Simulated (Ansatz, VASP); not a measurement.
## Two plane-wave programs on C

```
C
1.0
     2.47000    0.00000    0.00000
    -1.23500    2.13908    0.00000
     0.00000    0.00000    6.79000
C
4
Direct
  0.00000 0.00000 0.00250
  0.00000 0.00000 0.50250
  0.33333 0.66667 0.00250
  0.66667 0.33333 0.50250
```

Alike in both runs: functional r2SCAN; k mesh 15 × 15 × 5; occupations fermi-dirac, width 0.05 eV; no spin polarisation.

Ansatz relaxed the structure, and its values are those at the end. VASP's run is a single point on that final structure, the one shown.

|  | VASP | Ansatz |
| --- | --- | --- |
| version | VASP 6.6.1 | Ansatz 0.2.0 |
| potentials or method | VASP PAW PBE potentials, release 64 (C) | plane-wave PAW, scalar-relativistic |
| plane-wave cutoff (eV) | 520 | 500 |
| valence electrons in the cell | 16 | 16 |

```tsv
	VASP	Ansatz	Ansatz less VASP
pressure (GPa)	-3.8	-4.5	-0.65
```

VASP's potentials were made for PBE, not for r2SCAN. Ansatz's warnings: stress scf threshold loose.
